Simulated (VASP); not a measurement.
Write the native input for VASP 6.6.1 that does the following.

- Task: single point
- Functional: LDA
- Potentials or basis: VASP PAW LDA potentials, release 64 (Rh_pv)
- Cutoff: 500 eV
- k mesh: 15 × 15 × 15
- Occupations: fermi-dirac, width 0.15 eV
- Spin: no spin polarisation
- Dipole correction: no
- Further INCAR settings: ALGO = Normal; EDIFF = 1e-06; NBANDS = 14

The structure of Rh lies in POSCAR:

```
Rh
1.0
    2.6839650000      0.0000000000      0.0000000000
    1.3419825000      2.3243818729      0.0000000000
    1.3419825000      0.7747939576      2.1914482458
Rh
1
Direct
    0.0000000000      0.0000000000      0.0000000000
```

These files were run (other wordings do the same):

INCAR

```
SYSTEM = Rh
PREC = Accurate ; ENCUT = 500
EDIFF = 1E-6 ; ISMEAR = -1
SIGMA = 0.15 ; LREAL = .False.
LASPH = .True. ; NELM = 120
ALGO = Normal ; ISIF = 2
LWAVE = .False. ; LCHARG = .False.
GGA = CA ; NBANDS = 14
GGA_COMPAT = .False.
```

KPOINTS

```
regular mesh
0
Gamma
  15 15 15
  0 0 0
```

Potentials or basis: VASP PAW LDA potentials, release 64 (Rh_pv).

Command:

```bash
$ cat potpaw_LDA.64/Rh_pv/POTCAR > POTCAR
$ mpirun -np 1 vasp_std > vasp.out
```

Results of the run:

```json
{
  "Pressure": "-7.9 GPa"
}
```

Run time: 9.2 s on 1 thread of Intel(R) Xeon(R) Platinum 8488C (Sapphire Rapids), with other jobs on the host, peak memory 0.13 GiB.
